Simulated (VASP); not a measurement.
Wanted: the native input for a VASP 6.6.1 run.

- Task: single point
- Functional: PBEsol
- Potentials or basis: VASP PAW PBE potentials, release 64 (Ge_d)
- Cutoff: 520 eV
- k mesh: 12 × 12 × 6
- Occupations: gaussian, width 0.1 eV
- Spin: no spin polarisation
- Dipole correction: no
- Further INCAR settings: ALGO = Normal; EDIFF = 1e-06; NBANDS = 36

The structure of Ge lies in POSCAR:

```
Ge
1.0
    3.8258414739      0.0000000000      0.0000000000
   -1.9129207369      3.3132759072      0.0000000000
    0.0000000000      0.0000000000      6.3357018423
Ge
4
Direct
    0.6666666667      0.3333333333      0.0634773543
    0.3333333333      0.6666666667      0.5634773543
    0.6666666667      0.3333333333      0.4365226457
    0.3333333333      0.6666666667      0.9365226457
```

This isn't the form of Ge at room conditions, which is diamond.

The input as run:

INCAR

```
SYSTEM = Ge
ALGO     = Normal         ! electronic algorithm
EDIFF    = 1E-6           ! SCF threshold, eV
ENCUT    = 520            ! plane-wave cutoff, eV
GGA      = PS             ! functional
ISIF     = 2              ! what is computed and relaxed
ISMEAR   = 0              ! smearing method
LASPH    = .True.         ! aspherical terms in the spheres
LCHARG   = .False.        ! write CHGCAR
LREAL    = .False.        ! projectors in reciprocal space
LWAVE    = .False.        ! write WAVECAR
NBANDS   = 36             ! bands
NELM     = 80             ! most SCF steps
PREC     = Accurate       ! precision mode
SIGMA    = 0.1            ! smearing width, eV
```

KPOINTS

```
k-points
0
Gamma
  12 12 6
  0 0 0
```

Potentials or basis: VASP PAW PBE potentials, release 64 (Ge_d).

Command:

```console
$ cat potpaw_PBE.64/Ge_d/POTCAR > POTCAR
$ mpirun -np 1 vasp_std > vasp.out
```

It gave:

The pressure is 11.5 GPa.

Caveat: the cell stands under pressure; the PAW data sets were made with another functional, which shifts forces and pressure a little.

Wall time 3.1 min on 1 thread of Intel Xeon 8259CL (shared host), peak memory 0.29 GiB.
